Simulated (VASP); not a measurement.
Input of a VASP 6.6.1 run:

The input POSCAR:

```
Yb
1.0
    0.0000000000      2.6015219471      2.6015219471
    2.6015219471      0.0000000000      2.6015219471
    2.6015219471      2.6015219471      0.0000000000
Yb
1
Direct
    0.0000000000      0.0000000000      0.0000000000
```

Contents of INCAR.step1:

```
ALGO = Normal ; EDIFF = 1E-4
ENCUT = 520 ; GGA = PE
ISMEAR = -1 ; LASPH = True
LCHARG = False ; LREAL = False
LWAVE = True ; NBANDS = 18
NELM = 80 ; PREC = Accurate
SIGMA = 0.05
```

The input INCAR.step2:

```
ALGO = Normal ; EDIFF = 1E-7
ENCUT = 520 ; ISIF = 2
ISMEAR = -1 ; ISTART = 1
LASPH = True ; LCHARG = False
LMIXTAU = True ; LREAL = False
LWAVE = False ; METAGGA = R2SCAN
NBANDS = 18 ; NELM = 80
PREC = Accurate ; SIGMA = 0.05
```

KPOINTS

```
k-points
0
Gamma
  16 16 16
```

Potentials or basis: VASP PAW PBE potentials, release 64 (Yb).

Run with:

```sh
$ cat potpaw_PBE.64/Yb/POTCAR > POTCAR
$ cp INCAR.step1 INCAR
$ mpirun -np 1 vasp_std > vasp.out
$ cp INCAR.step2 INCAR
$ mpirun -np 1 vasp_std > vasp.out
```

(1) Estimate the pressure.

## Answers

(1) -0.3 GPa.

Caveat: the PAW data sets were made with another functional, which shifts forces and pressure a little.
